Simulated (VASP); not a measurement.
Here is a VASP 6.6.1 calculation.

The input INCAR:

```
  PREC = Accurate
  ENCUT = 750
  EDIFF = 1E-6
  ISMEAR = 0
  SIGMA = 0.1
  LREAL = F
  LASPH = T
  NELM = 120
  ALGO = Normal
  ISIF = 2
  LWAVE = F
  LCHARG = F
  GGA = PE
  NBANDS = 18
  GGA_COMPAT = F
```

File KPOINTS:

```
Automatic mesh
0
Gamma
  6 6 6
```

Contents of POSCAR:

```
Mg2B
1.0
   -1.9155026889      1.9155026889      3.1416213766
    1.9155026889     -1.9155026889      3.1416213766
    1.9155026889      1.9155026889     -3.1416213766
Mg B
2 1
Direct
    0.5930000000      0.5930000000      0.0000000000
    0.4070000000      0.4070000000      0.0000000000
    0.0000000000      0.0000000000      0.0000000000
```

Potentials or basis: VASP PAW PBE potentials, release 64 (Mg_sv, B).

The run is started by

```console
$ cat potpaw_PBE.64/Mg_sv/POTCAR potpaw_PBE.64/B/POTCAR > POTCAR
$ mpirun -np 1 vasp_std > vasp.out
```

Problem. Estimate the band gap on the k mesh.

Solution. Zero (an odd number of electrons rules out a gap without spin polarisation).

Problem. Estimate the largest force.

Solution. 84.779 eV/Å.

Stress tensor (GPa, compression positive):
```
-26.96   0.00   0.00
  0.00 -26.96   0.00
  0.00   0.00 330.14
```

Caveat: atoms lie so close that the PAW spheres overlap strongly, which falsifies energies and pressures; the cell stands under pressure; forces of over 1 eV/Å act on the atoms, so gaps and moduli don't describe the material at rest.
